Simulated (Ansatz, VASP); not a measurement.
## BaBe5H10 in VASP and in Ansatz

```
Ba Be H
1.0
     4.27541   -0.00029    0.01198
    -0.06258    4.77831   -0.00235
    -0.94083   -0.81211    8.15914
Ba Be H
1 5 10
Direct
  0.99140 0.52031 0.27978
  0.57427 0.95836 0.71482
  0.44756 0.76776 0.93253
  0.45326 0.23859 0.92287
  0.59459 0.02967 0.40678
  0.94168 0.99676 0.92234
  0.41459 0.70775 0.75712
  0.43056 0.23091 0.74795
  0.50054 0.88288 0.54069
  0.91372 0.95847 0.74666
  0.58331 0.51357 0.00165
  0.47626 0.83138 0.27166
  0.12281 0.76543 0.98352
  0.49869 0.31043 0.39488
  0.12826 0.25358 0.97444
  0.92849 0.03414 0.40230
```

Change from the starting cell: the structure that the rattled cell fell into.

Alike in both runs: functional PBE; k mesh 6 × 6 × 4; occupations gaussian, width 0.02 eV; no spin polarisation.

Ansatz relaxed the structure, and its values are those at the end. VASP's run is a single point on that final structure, the one shown.

|  | VASP | Ansatz |
| --- | --- | --- |
| version | VASP 6.6.1 | Ansatz 0.2.0 |
| potentials or method | VASP PAW PBE potentials, release 64 (Ba_sv, Be, H), cutoff 520 eV | scalar-relativistic, plane waves, PAW |
| valence electrons in the cell | 30 | 30 |

```tsv
	VASP	Ansatz	Ansatz less VASP
gap on the k mesh at the Fermi level (eV)	2.40	2.40	0.000
least direct gap on the mesh (eV)	2.79	2.80	+0.011
pressure (GPa)	0.2	0.0	-0.17
rms of the force components (eV/Å)	0.010	0.002	-0.0079
```

Neither program's run includes spin-orbit coupling.
